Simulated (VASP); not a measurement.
# InAs (F-43m) in VASP: notebook

InAs is run at these levels: r2SCAN50, BLYP, LDA, HSE06; tasks: single point.

All numbers are computed with VASP 6.6.1; they aren't measurements. Logs are shortened: lines on timing, memory, paths and dates and some standing lists are left out, and cuts for length are marked.

### 1 The cell of the first run

It takes space group F-43m (No. 216, cubic). Conventional cell: a = 6.115 Å, b = 6.115 Å, c = 6.115 Å, α = 90.00°, β = 90.00°, γ = 90.00°. In (site symmetry -43m) has 4 As at 2.65 Å within 3.5 Å. As (site symmetry -43m) has 4 In at 2.65 Å within 3.5 Å.

### 2 Single point, r2SCAN50

POSCAR

```
InAs
1.0
    0.0000000000      3.0577150807      3.0577150807
    3.0577150807      0.0000000000      3.0577150807
    3.0577150807      3.0577150807      0.0000000000
In As
1 1
Direct
    0.0000000000      0.0000000000      0.0000000000
    0.7500000000      0.7500000000      0.7500000000
```

INCAR.step1

```
SYSTEM = InAs
  ALGO = Normal
  EDIFF = 1E-5
  ENCUT = 440
  GGA = PE
  GGA_COMPAT = .FALSE.
  ISIF = 2
  ISMEAR = -1
  LASPH = .TRUE.
  LREAL = .FALSE.
  LWAVE = .TRUE.
  NBANDS = 21
  NELM = 120
  PREC = Accurate
  SIGMA = 0.05
```

INCAR.step2

```
SYSTEM = InAs
  AEXX = 0.5
  ALGO = Normal
  EDIFF = 1E-6
  ENCUT = 440
  GGA_COMPAT = .FALSE.
  ISIF = 2
  ISMEAR = -1
  ISTART = 1
  LASPH = .TRUE.
  LCHARG = .TRUE.
  LELF = .TRUE.
  LHFCALC = .TRUE.
  LMIXTAU = .TRUE.
  LREAL = .FALSE.
  LVHAR = .TRUE.
  LWAVE = .FALSE.
  METAGGA = R2SCAN
  NBANDS = 21
  NELM = 120
  PREC = Accurate
  PRECFOCK = Normal
  SIGMA = 0.05
```

KPOINTS

```
k-points
0
G
  4 4 4
  0 0 0
```

Potentials or basis: VASP PAW PBE potentials, release 64 (In_d, As_d).

The run is started by

```console
$ cat potpaw_PBE.64/In_d/POTCAR potpaw_PBE.64/As_d/POTCAR > POTCAR
$ cp INCAR.step1 INCAR
$ mpirun -np 1 vasp_std > vasp.out
$ cp INCAR.step2 INCAR
$ mpirun -np 1 vasp_std > vasp.out
```

OUTCAR:

```text
SYSTEM = InAs
   AEXX = 0.5
   EDIFF = 1E-6
   ENCUT = 440
   ISIF = 2
   ISMEAR = -1
   ISTART = 1
   LASPH = .TRUE.
   LHFCALC = .TRUE.
   LREAL = .FALSE.
   METAGGA = R2SCAN
   NELM = 120
   PREC = Accurate
   PRECFOCK = Normal

 ion  position               nearest neighbor table
   1  0.000  0.000  0.000-   2 2.65   2 2.65   2 2.65   2 2.65
   2  0.750  0.750  0.750-   1 2.65   1 2.65   1 2.65   1 2.65

  LATTYP: Found a face centered cubic cell.
 ALAT       =     6.1154301614

  Lattice vectors:

 A1 = (   0.0000000000,   3.0577150807,   3.0577150807)
 A2 = (   3.0577150807,   0.0000000000,   3.0577150807)
 A3 = (   3.0577150807,   3.0577150807,   0.0000000000)

Analysis of symmetry for initial positions (statically):
=====================================================================
 Subroutine PRICEL returns:
 Original cell was already a primitive cell.

 Routine SETGRP: Setting up the symmetry group for a
 face centered cubic supercell.

 Subroutine GETGRP returns: Found 24 space group operations
 (whereof 24 operations were pure point group operations)
 out of a pool of 48 trial point group operations.

The static configuration has the point symmetry T_d .

Analysis of symmetry for dynamics (positions and initial velocities):
=====================================================================
 Subroutine PRICEL returns:
 Original cell was already a primitive cell.

 Routine SETGRP: Setting up the symmetry group for a
 face centered cubic supercell.

 Subroutine GETGRP returns: Found 24 space group operations
 (whereof 24 operations were pure point group operations)
 out of a pool of 48 trial point group operations.

The dynamic configuration has the point symmetry T_d .

 Subroutine INISYM returns: Found 24 space group operations
 (whereof 24 operations are pure point group operations),
 and found     1 'primitive' translations

----------------------------------------------------------------------------------------

                                     Primitive cell

  volume of cell :      57.1770

  direct lattice vectors                    reciprocal lattice vectors
     0.000000000  3.057715081  3.057715081    -0.163520795  0.163520795  0.163520795
     3.057715081  0.000000000  3.057715081     0.163520795 -0.163520795  0.163520795
     3.057715081  3.057715081  0.000000000     0.163520795  0.163520795 -0.163520795

  length of vectors
     4.324262137  4.324262137  4.324262137     0.283226325  0.283226325  0.283226325

  position of ions in fractional coordinates (direct lattice)
     0.000000000  0.000000000  0.000000000
     0.750000000  0.750000000  0.750000000

  ion indices of the primitive-cell ions
   primitive index   ion index
                 1           1
                 2           2

----------------------------------------------------------------------------------------

 KPOINTS: k-points

Automatic generation of k-mesh.
 Grid dimensions read from file:
 generate k-points for:    4    4    4

 Generating k-lattice:

  Cartesian coordinates                     Fractional coordinates (reciprocal lattice)
    -0.040880199  0.040880199  0.040880199     0.250000000  0.000000000  0.000000000
     0.040880199 -0.040880199  0.040880199     0.000000000  0.250000000  0.000000000
     0.040880199  0.040880199 -0.040880199     0.000000000  0.000000000  0.250000000

  Length of vectors
     0.070806581  0.070806581  0.070806581

  Shift w.r.t. Gamma in fractional coordinates (k-lattice)
     0.000000000  0.000000000  0.000000000

 Subroutine IBZKPT returns following result:
 ===========================================

 Found      8 irreducible k-points:

 Following reciprocal coordinates:
            Coordinates               Weight
  0.000000  0.000000  0.000000      1.000000
  0.250000  0.000000  0.000000      8.000000
  0.500000  0.000000  0.000000      4.000000
  0.250000  0.250000  0.000000      6.000000
  0.500000  0.250000  0.000000     24.000000
 -0.250000  0.250000  0.000000     12.000000
  0.500000  0.500000  0.000000      3.000000
 -0.250000  0.500000  0.250000      6.000000
   k-points           NKPTS =      8   k-points in BZ     NKDIM =     64   number of bands    NBANDS=     21
   number of dos      NEDOS =    301   number of ions     NIONS =      2
   total plane-waves  NPLWV =  27000
   dimension x,y,z NGX =    30 NGY =   30 NGZ =   30
   dimension x,y,z NGXF=    60 NGYF=   60 NGZF=   60
   ions per type =               1   1
   NGX,Y,Z   is equivalent  to a cutoff of  11.53, 11.53, 11.53 a.u.
   NGXF,Y,Z  is equivalent  to a cutoff of  23.07, 23.07, 23.07 a.u.
 SYSTEM =  InAs
   PREC   = accura    normal or accurate (medium, high low for compatibility)
   ISTART =      1    job   : 0-new  1-cont  2-samecut
   ICHARG =      0    charge: 1-file 2-atom 10-const
   ISPIN  =      1    spin polarized calculation?
   LNONCOLLINEAR =      F non collinear calculations
   LSORBIT =      F    spin-orbit coupling
   LASPH  =      T    aspherical Exc in radial PAW
   ENCUT  =  440.0 eV  32.34 Ry    5.69 a.u.   7.40  7.40  7.40*2*pi/ulx,y,z
   NELM   =    120;   NELMIN=  2; NELMDL=  0     # of ELM steps
   EDIFF  = 0.1E-05   stopping-criterion for ELM
   LREAL  =      F    real-space projection
   EDIFFG = 0.1E-04   stopping-criterion for IOM
   NSW    =      0    number of steps for IOM
   IBRION =     -1    ionic relax: 0-MD 1-quasi-New 2-CG
   NFREE  =      0    steps in history (QN), initial steepest desc. (CG)
   ISIF   =      2    stress and relaxation
   ISYM   =      3    0-nonsym 1-usesym 2-fastsym
   POTIM  = 0.5000    time-step for ionic-motion
   TEBEG  =    0.0;   TEEND  =   0.0 temperature during run
   PSTRESS=    0.0 pullay stress
   NELECT =      28.0000    total number of electrons
   NUPDOWN=      -1.0000    fix difference up-down
   EMIN   =  10.00;   EMAX   =-10.00  energy-range for DOS
   EFERMI =   0.00;   METHOD = LEGACY
   ISMEAR =    -1;   SIGMA  =   0.05  broadening in eV -4-tet -1-fermi 0-gaus
   EFERMI_NEDOS =   21; number of points for ismear=-14 and -15
   IALGO  =     38    algorithm
   IMIX   =      1    mixing-type and parameters
     AMIX     =   0.40;   BMIX     =  1.00
     AMIX_MAG =   1.60;   BMIX_MAG =  1.00
  volume/ion in A,a.u.               =      28.59       192.92
  Fermi-wavevector in a.u.,A,eV,Ry     =   1.290389  2.438481 22.655096  1.665103
  Thomas-Fermi vector in A             =   2.422223
   LORBIT       =      0    0 simple, 1 ext, 2 COOP (PROOUT), +10 PAW based schemes
   METAGGA = R2SCAN    functional components
   LHFCALC =     T    Hartree Fock is set to
   PRECFOCK=normal    Normal, Fast or Accurate (Low or Medium for compatibility)
   ENCUT4O =  -1.0   cutoff for four orbital integrals eV
   NKREDX  =     1    reduce k-point grid by
   NKREDY  =     1    reduce k-point grid by
   NKREDZ  =     1    reduce k-point grid by
   AEXX    =    0.5000 exact exchange contribution
   HFSCREEN=    0.0000 screening length (either q_TF or 0.3 A-1)
   HFSCREENC=   0.0000 screening length for correlation (either q_TF or 0.3 A-1)
   ENCUTFOCK=  -1.0 apply spherical cutoff to Coloumb kernel
   IVDW    =     0    specifies the selected vdW correction
   LEPSILON=     F    determine dielectric tensor
   LRPA    =     F    only Hartree local field effects (RPA)
 non-spin polarized calculation
  energy-cutoff  :      440.00
  volume of cell :       57.18
 maximum number of plane-waves:      1243
 NGX is ok and might be reduce to    30
  NGX = 24; NGY = 24; NGZ = 24

 number of electron      28.0000000 magnetization

 Free energy of the ion-electron system (eV)
  ---------------------------------------------------
  ext. energy  EPLUGINS =         0.00000000
  ---------------------------------------------------
  free energy    TOTEN  =       -28.26302614 eV

  energy without entropy =      -28.26302614  energy(sigma->0) =      -28.26302614

 E-fermi :   3.0308     XC(G=0):  -5.5549

 val. band max:        1.9581354704   @ k =   0.0000   0.0000   0.0000
 cond. band min:       4.5678208048   @ k =   0.0000   0.0000   0.0000
 fundamental gap:      2.6096853344
 Fermi energy:         3.0308091803

 k-point     1 :       0.0000    0.0000    0.0000
  band No.  band energies     occupation
      1     -40.4683      2.00000
      2     -40.4683      2.00000
      3     -40.4683      2.00000
      4     -40.4592      2.00000
      5     -40.4592      2.00000
      6     -16.1675      2.00000
[... 13 lines left out ...]
     20      15.1108      0.00000
     21      15.1108      0.00000

 k-point     2 :       0.2500    0.0000    0.0000
  band No.  band energies     occupation
      1     -40.4683      2.00000
      2     -40.4683      2.00000
      3     -40.4683      2.00000
      4     -40.4591      2.00000
      5     -40.4591      2.00000
      6     -16.2128      2.00000
[... 13 lines left out ...]
     20      13.8433      0.00000
     21      13.8433      0.00000

 k-point     3 :       0.5000    0.0000    0.0000
  band No.  band energies     occupation
      1     -40.4683      2.00000
      2     -40.4683      2.00000
      3     -40.4682      2.00000
      4     -40.4590      2.00000
      5     -40.4590      2.00000
      6     -16.2557      2.00000
[... 13 lines left out ...]
     20      16.4299      0.00000
     21      16.4299      0.00000

 k-point     4 :       0.2500    0.2500    0.0000
  band No.  band energies     occupation
      1     -40.4683      2.00000
      2     -40.4683      2.00000
      3     -40.4683      2.00000
      4     -40.4591      2.00000
      5     -40.4590      2.00000
      6     -16.2446      2.00000
[... 13 lines left out ...]
     20      15.8929      0.00000
     21      16.5237      0.00000

 k-point     5 :       0.5000    0.2500    0.0000
  band No.  band energies     occupation
      1     -40.4683      2.00000
      2     -40.4682      2.00000
      3     -40.4682      2.00000
      4     -40.4590      2.00000
      5     -40.4590      2.00000
      6     -16.2787      2.00000
[... 13 lines left out ...]
     20      16.7089      0.00000
     21      16.9968      0.00000

 k-point     6 :      -0.2500    0.2500    0.0000
  band No.  band energies     occupation
      1     -40.4683      2.00000
      2     -40.4682      2.00000
      3     -40.4682      2.00000
      4     -40.4590      2.00000
      5     -40.4590      2.00000
      6     -16.2562      2.00000
[... 13 lines left out ...]
     20      15.3128      0.00000
     21      17.1170      0.00000

 k-point     7 :       0.5000    0.5000    0.0000
  band No.  band energies     occupation
      1     -40.4684      2.00000
      2     -40.4681      2.00000
      3     -40.4681      2.00000
      4     -40.4590      2.00000
      5     -40.4589      2.00000
      6     -16.3110      2.00000
[... 13 lines left out ...]
     20      17.3239      0.00000
     21      17.8631      0.00000

 k-point     8 :      -0.2500    0.5000    0.2500
  band No.  band energies     occupation
      1     -40.4683      2.00000
      2     -40.4683      2.00000
      3     -40.4682      2.00000
      4     -40.4590      2.00000
      5     -40.4590      2.00000
      6     -16.2894      2.00000
[... 13 lines left out ...]
     20      17.3436      0.00000
     21      17.4834      0.00000

------------------------ aborting loop because EDIFF is reached ----------------------------------------

  FORCE on cell =-STRESS in cart. coord.  units (eV):
  Direction    XX          YY          ZZ          XY          YZ          ZX
  --------------------------------------------------------------------------------------
  -------------------------------------------------------------------------------------
  Total       -0.9367088     -0.9367088     -0.9367088      0.0000000      0.0000000      0.0000000
  in kB      -26.2478734    -26.2478734    -26.2478734      0.0000000      0.0000000      0.0000000
  external PRESSURE =     -26.2478734 kB  Pullay stress =       0.0000000 kB

 VOLUME and BASIS-vectors are now :
 -----------------------------------------------------------------------------
  energy-cutoff  :      440.00
  volume of cell :       57.18
      direct lattice vectors                 reciprocal lattice vectors
     0.000000000  3.057715081  3.057715081    -0.163520795  0.163520795  0.163520795
     3.057715081  0.000000000  3.057715081     0.163520795 -0.163520795  0.163520795
     3.057715081  3.057715081  0.000000000     0.163520795  0.163520795 -0.163520795

 POSITION                                       TOTAL-FORCE (eV/Angst)
 -----------------------------------------------------------------------------------
      0.00000      0.00000      0.00000         0.000000      0.000000     -0.000000
      4.58657      4.58657      4.58657        -0.000000     -0.000000      0.000000
 -----------------------------------------------------------------------------------
    total drift:                               -0.000014     -0.000006     -0.000011

  FREE ENERGIE OF THE ION-ELECTRON SYSTEM (eV)
  ---------------------------------------------------
  free  energy   TOTEN  =       -28.2630261436 eV

  energy  without entropy=      -28.2630261435  energy(sigma->0) =      -28.26302614
```

Run time: 18 min. Hardware: 1 thread of Intel Xeon Platinum 8375C at 2.90GHz (Ice Lake), shared host; peak memory 0.18 GiB.

What came out:

* Free energy: -28.2630 eV
* Pressure: -2.6 GPa
* Band gap on the k mesh: 2.61 eV

Caveat: the k points lie up to 0.44 Å⁻¹ apart; the PAW data sets were made with another functional, which shifts forces and pressure a little; spin-orbit coupling is left out, which moves the levels of the heavy elements.

### 3 Single point, r2SCAN50

This run uses another cell than the first one, of 25.84 Å³/atom.

POSCAR

```
InAs
1.0
    0.0000000000      2.9563908761      2.9563908761
    2.9563908761      0.0000000000      2.9563908761
    2.9563908761      2.9563908761      0.0000000000
In As
1 1
Direct
    0.0000000000      0.0000000000      0.0000000000
    0.7500000000      0.7500000000      0.7500000000
```

INCAR.step1

```
ALGO     = Normal         # electronic algorithm
EDIFF    = 1E-5           # SCF threshold, eV
ENCUT    = 440            # plane-wave cutoff, eV
GGA      = PE             # functional
GGA_COMPAT= False        
ISIF     = 2              # what is computed and relaxed
ISMEAR   = -1             # smearing method
LASPH    = True           # aspherical terms in the spheres
LCHARG   = False          # write CHGCAR
LREAL    = False          # projectors in reciprocal space
LWAVE    = True           # write WAVECAR
NBANDS   = 21             # bands
NELM     = 120            # most SCF steps
PREC     = Accurate       # precision mode
SIGMA    = 0.05           # smearing width, eV
```

INCAR.step2

```
AEXX     = 0.5            # exact-exchange fraction
ALGO     = Normal         # electronic algorithm
EDIFF    = 1E-6           # SCF threshold, eV
ENCUT    = 440            # plane-wave cutoff, eV
GGA_COMPAT= False        
ISIF     = 2              # what is computed and relaxed
ISMEAR   = -1             # smearing method
ISTART   = 1            
LASPH    = True           # aspherical terms in the spheres
LCHARG   = False          # write CHGCAR
LHFCALC  = True           # exact exchange
LMIXTAU  = True         
LREAL    = False          # projectors in reciprocal space
LWAVE    = False          # write WAVECAR
METAGGA  = R2SCAN         # meta-GGA
NBANDS   = 21             # bands
NELM     = 120            # most SCF steps
PREC     = Accurate       # precision mode
PRECFOCK = Normal       
SIGMA    = 0.05           # smearing width, eV
```

KPOINTS

```
k-points
0
Gamma
  4 4 4
```

Potentials or basis: VASP PAW PBE potentials, release 64 (In_d, As_d).

The run is started by

```console
$ cat potpaw_PBE.64/In_d/POTCAR potpaw_PBE.64/As_d/POTCAR > POTCAR
$ cp INCAR.step1 INCAR
$ mpirun -np 1 vasp_std > vasp.out
$ cp INCAR.step2 INCAR
$ mpirun -np 1 vasp_std > vasp.out
```

Wall time 7.4 min (1 thread of Intel Xeon 6975P-C (Granite Rapids), shared host); peak memory 0.17 GiB.

It converged, with:

| Property | Result |
| --- | --- |
| Free energy | -28.2372 eV |
| Pressure | 4.9 GPa |
| Band gap on the k mesh | 3.32 eV |

Levels at points of the mesh, in eV from the valence-band top:
```tsv
k point	band 11	band 12	band 13	band 14	band 15	band 16	band 17	band 18
(0.00, 0.00, 0.00)	-14.93	0.00	0.00	0.00	3.32	7.07	7.07	7.07
(0.50, 0.00, 0.00)	-12.90	-7.32	-1.30	-1.30	4.14	7.88	7.88	10.20
(0.50, 0.50, 0.00)	-12.14	-7.29	-3.07	-3.07	4.10	4.95	13.74	13.99
```

Caveat: the k points lie up to 0.46 Å⁻¹ apart; the PAW data sets were made with another functional, which shifts forces and pressure a little; spin-orbit coupling is left out, which moves the levels of the heavy elements.

### 4 Single point, BLYP, non-collinear spin, zero start, spin-orbit coupling

This run uses another cell than the first one, of 27.49 Å³/atom.

INCAR

```
PREC = Accurate
ENCUT = 500
EDIFF = 1E-6
ISMEAR = -1
SIGMA = 0.1
LREAL = F
LASPH = T
NELM = 200
ALGO = Normal
ISIF = 2
LWAVE = F
LCHARG = T
LNONCOLLINEAR = T
MAGMOM = 0 0 0 0 0 0
LORBIT = 11
LSORBIT = T
GGA_COMPAT = F
LORBMOM = T
GGA = B5
ALDAX = 1.0
AGGAX = 1.0
AGGAC = 1.0
ALDAC = 0.0
LVHAR = T
NBANDS = 30
```

KPOINTS

```
regular mesh
0
Gamma
  8 8 8
```

POSCAR

```
InAs
1.0
    0.0000000000      3.0180000000      3.0180000000
    3.0180000000      0.0000000000      3.0180000000
    3.0180000000      3.0180000000      0.0000000000
In As
1 1
Direct
    0.0000000000      0.0000000000      0.0000000000
    0.2500000000      0.2500000000      0.2500000000
```

Potentials or basis: VASP PAW PBE potentials, release 64 (In_d, As).

The run is started by

```console
$ cat potpaw_PBE.64/In_d/POTCAR potpaw_PBE.64/As/POTCAR > POTCAR
$ mpirun -np 1 vasp_ncl > vasp.out
```

It took 85 s on 1 thread of Intel Xeon 6975P-C (Granite Rapids), shared host; peak memory 0.36 GiB.

Results (log left out):

| Quantity | Value |
| --- | --- |
| Free energy | -6.4117 eV |
| Pressure | 7.6 GPa |
| Net moment | 0.00 μB per cell |
| Valence electrons inside the program's atomic spheres | In 11.51; As 2.85 |

Moments on the atoms (μB; x, y, z):
```
In  0.00 0.00 0.00
As  0.00 0.00 0.00
```

Caveat: the cell stands under pressure; the PAW data sets were made with another functional, which shifts forces and pressure a little.

[end of part 1 of 2]
